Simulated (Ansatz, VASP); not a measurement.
## One calculation of Pd, two programs

```
CELL_PARAMETERS angstrom
0.00000 1.94490 1.94490
1.94490 0.00000 1.94490
1.94490 1.94490 0.00000
ATOMIC_POSITIONS crystal
Pd 0.05784 0.05784 0.94216
```

Change from the starting cell: one atom moved.

Alike in both runs: task single point; functional PBE; k mesh 16 × 16 × 16; occupations gaussian, width 0.1 eV; no spin polarisation.

|  | VASP | Ansatz |
| --- | --- | --- |
| version | VASP 6.6.1 | Ansatz 0.2.0 |
| potentials or method | VASP PAW PBE potentials, release 64 (Pd), cutoff 520 eV | scalar-relativistic, plane waves, PAW |
| valence electrons in the cell | 10 | 18 |

```csv
,VASP,Ansatz,Ansatz less VASP
gap on the k mesh at the Fermi level (eV),none,none,-
pressure (GPa),7.4,7.7,+0.35
```

A gap of «none» marks a metal or a gap that the smearing closes. VASP's potentials hold 10 valence electrons a cell and Ansatz's 18, so a difference there can come from the potentials and not from the codes.
